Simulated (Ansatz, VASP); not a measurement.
# MnSn3 in VASP and in Ansatz

```xyz
4
Lattice="4.5078 0.0000 0.0000 0.0000 4.5078 0.0000 0.0000 0.0000 4.5078" Properties=species:S:1:pos:R:3 pbc="T T T"
Sn    0.0000    2.2539    2.2539
Sn    2.2539    0.0000    2.2539
Sn    2.2539    2.2539    0.0000
Mn    0.0000    0.0000    0.0000
```

Alike in both runs: functional PBEsol; k mesh 6 × 6 × 6; occupations gaussian, width 0.1 eV; collinear spin.

Ansatz relaxed the structure, and its values are those at the end. VASP's run is a single point on that final structure, the one shown.

```csv
,VASP,Ansatz
version,VASP 6.6.1,Ansatz 0.2.0
potentials or method,"VASP PAW PBE potentials, release 64 (Sn_d, Mn_pv), cutoff 520 eV","scalar-relativistic, plane waves, PAW"
valence electrons in the cell,55,57
```

```tsv
	VASP	Ansatz	Ansatz less VASP
gap on the k mesh at the Fermi level (eV)	none	none	-
pressure (GPa)	0.2	0.2	+0.04
net moment per atom (μB)	1.02	1.02	+0.001
size of the moment on the site where the two differ most (μB)	3.91	4.09	+0.181
```

VASP's potentials were made for PBE, not for PBEsol. Site moments also hang on the region over which each program counts them. A gap of «none» marks a metal or a gap that the smearing closes. With one functional, cell and mesh, what is left measures potentials, basis and numerics. VASP's potentials hold 55 valence electrons a cell and Ansatz's 57, so a difference there can come from the potentials and not from the codes.
